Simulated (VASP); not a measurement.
Input of a VASP 6.6.1 run:

Contents of INCAR:

```
PREC = Accurate
ENCUT = 520
EDIFF = 1E-6
ISMEAR = 0
SIGMA = 0.05
LREAL = False
LASPH = True
NELM = 100
ALGO = Normal
ISIF = 2
LWAVE = False
LCHARG = True
GGA = PS
LELF = True
LVHAR = True
NBANDS = 20
```

KPOINTS

```
Automatic mesh
0
Gamma
  12 12 6
```

Contents of POSCAR:

```
SnSe2
1.0
    3.5897881491      0.0000000000      0.0000000000
   -1.7948940746      3.5057219098      0.0000000000
    0.0000000000      0.0000000000      6.1455711062
Sn Se
1 2
Direct
    0.0000000000      0.0000000000      0.0000000000
    0.3333333333      0.6666666667      0.2580716066
    0.6666666667      0.3333333333      0.7419283934
```

Potentials or basis: VASP PAW PBE potentials, release 64 (Sn_d, Se).

Command:

```sh
$ cat potpaw_PBE.64/Sn_d/POTCAR potpaw_PBE.64/Se/POTCAR > POTCAR
$ mpirun -np 1 vasp_std > vasp.out
```

Q: Estimate the largest force.

A: 0.137 eV/Å.

Q: What does it give for the band gap on the k mesh?

A: Zero (bands 13 and 14 overlap by 0.06 eV).

Stress tensor (GPa, compression positive):
```
 6.22  0.00  0.00
 0.00 -3.98 -0.65
 0.00 -0.65  0.43
```

Caveat: the cell differs from its parent crystal (strain -0.0600 x Voigt [1, -1, 0, 0, 0, 0]); the stress differs along the axes, from -4 to 6 GPa; semilocal functionals underestimate gaps, and a narrow one can read as zero; the PAW data sets were made with another functional, which shifts forces and pressure a little; spin-orbit coupling is left out, which moves the levels of the heavy elements; this functional lacks dispersion, which binds layers or chains, so the pressure and a relaxed spacing across them are unreliable.
